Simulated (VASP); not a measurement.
AlGa3N4: single point with PBEsol

AlGa3N4:

```
CELL_PARAMETERS angstrom
5.21949 0.00000 0.00012
0.00000 3.21246 0.00000
-0.00364 0.00000 5.31414
ATOMIC_POSITIONS crystal
Al 0.00060 0.50000 0.66736
Ga 0.49912 0.50000 0.33492
Ga 0.49903 0.00000 0.83156
Ga 0.99986 0.00000 0.16618
N 0.11967 0.50000 0.34010
N 0.11765 0.00000 0.82638
N 0.62044 0.00000 0.16622
N 0.63123 0.50000 0.66730
```

This cell differs from its parent crystal: strain +0.015 along x and y, -0.030 along z.

| Property | Result |
| --- | --- |
| Program | VASP 6.6.1 |
| Task | single point |
| Functional | PBEsol |
| Potentials or basis | VASP PAW PBE potentials, release 64 (Al, Ga_d, N) |
| Cutoff | 520 eV |
| k mesh | 6 × 8 × 6 |
| Occupations | gaussian, width 0.05 eV |
| Spin | no spin polarisation |
| Dipole correction | no |
| Further INCAR settings | ALGO = Normal; EDIFF = 1e-07; NBANDS = 41 |

```yaml
Pressure: 0.4 GPa
Largest_force: 0.583 eV/Å
Band_gap_on_the_k_mesh: 2.23 eV
```

Forces on the atoms (eV/Å):
```
Al  -0.254  0.000  0.438
Ga  -0.244  0.000 -0.422
Ga  -0.219  0.000 -0.450
Ga  -0.231  0.000  0.426
N    0.269  0.000 -0.517
N    0.193  0.000 -0.467
N    0.227  0.000  0.520
N    0.258  0.000  0.472
```

Stress tensor (GPa, compression positive):
```
-5.55  0.00  0.03
 0.00 -4.05  0.00
 0.03  0.00 10.72
```

Levels at points of the mesh, in eV from the valence-band top:
| k point | band 27 | band 28 | band 29 | band 30 | band 31 | band 32 | band 33 | band 34 | band 35 | band 36 |
| --- | --- | --- | --- | --- | --- | --- | --- | --- | --- | --- |
| (0.00, 0.00, 0.00) | -1.05 | -0.94 | -0.24 | -0.16 | 0.00 | 2.23 | 4.54 | 4.86 | 5.36 | 6.23 |
| (0.50, 0.00, 0.00) | -1.78 | -0.81 | -0.67 | -0.48 | -0.29 | 4.09 | 4.23 | 4.50 | 4.93 | 7.39 |
| (0.00, 0.50, 0.00) | -3.55 | -2.25 | -2.22 | -1.88 | -1.83 | 5.37 | 5.40 | 6.69 | 6.93 | 8.02 |
| (0.50, 0.50, 0.00) | -3.32 | -1.88 | -1.68 | -1.65 | -1.64 | 5.49 | 5.72 | 5.79 | 6.10 | 7.74 |
| (0.00, 0.00, 0.50) | -2.04 | -0.88 | -0.86 | -0.65 | -0.61 | 4.34 | 4.46 | 5.84 | 6.20 | 7.41 |
| (0.50, 0.00, 0.50) | -2.00 | -1.80 | -1.42 | -1.39 | -1.34 | 5.06 | 5.12 | 5.20 | 5.59 | 7.47 |
| (0.00, 0.50, 0.50) | -2.48 | -2.26 | -2.21 | -0.98 | -0.86 | 5.18 | 5.22 | 5.62 | 5.67 | 5.81 |
| (0.50, 0.50, 0.50) | -1.89 | -1.84 | -1.71 | -1.70 | -1.66 | 4.25 | 4.29 | 4.40 | 4.78 | 7.16 |

Wall time 5.5 min on 1 thread of Intel(R) Xeon(R) Platinum 8488C (Sapphire Rapids), on a shared host, peak memory 0.39 GiB.

Caveat: the cell differs from its parent crystal (strain +0.015 along x and y, -0.030 along z); the PAW data sets were made with another functional, which shifts forces and pressure a little.
